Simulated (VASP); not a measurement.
Write the native input for VASP 6.6.1 that does the following.

- Task: single point
- Functional: PBE
- Potentials or basis: VASP PAW PBE potentials, release 64 (Ti_sv)
- Cutoff: 500 eV
- k mesh: 18 × 18 × 18
- Occupations: gaussian, width 0.1 eV
- Spin: no spin polarisation
- Dipole correction: no
- Further INCAR settings: ALGO = Normal; EDIFF = 1e-06; NBANDS = 12

The structure of Ti lies in POSCAR:

```
Ti
1.0
    0.0000000000      2.0140462045      2.0140462045
    2.0140462045      0.0000000000      2.0140462045
    2.0140462045      2.0140462045      0.0000000000
Ti
1
Direct
    0.0000000000      0.0000000000      0.0000000000
```

This isn't the form of Ti at room conditions, which is hcp.

One way to write it, as run:

INCAR

```
SYSTEM = Ti
PREC     = Accurate       ! precision mode
ENCUT    = 500            ! plane-wave cutoff, eV
EDIFF    = 1E-6           ! SCF threshold, eV
ISMEAR   = 0              ! smearing method
SIGMA    = 0.1            ! smearing width, eV
LREAL    = .FALSE.        ! projectors in reciprocal space
LASPH    = .TRUE.         ! aspherical terms in the spheres
NELM     = 120            ! most SCF steps
ALGO     = Normal         ! electronic algorithm
ISIF     = 2              ! what is computed and relaxed
LWAVE    = .FALSE.        ! write WAVECAR
LCHARG   = .TRUE.         ! write CHGCAR
GGA      = PE             ! functional
LELF     = .TRUE.         ! ELF
LVHAR    = .TRUE.       
NBANDS   = 12             ! bands
GGA_COMPAT= .FALSE.
```

KPOINTS

```
regular mesh
0
G
  18 18 18
  0 0 0
```

Potentials or basis: VASP PAW PBE potentials, release 64 (Ti_sv).

Run with:

```sh
$ cat potpaw_PBE.64/Ti_sv/POTCAR > POTCAR
$ mpirun -np 1 vasp_std > vasp.out
```

Results of the run:

```yaml
Pressure: 7.0 GPa
Band_gap_on_the_k_mesh: zero (bands 6 and 7 overlap by 1.37 eV)
```

Caveat: the cell stands under pressure.

Wall time 48 s on 1 thread of Intel Xeon 8259CL, with other jobs on the host, peak memory 0.16 GiB.
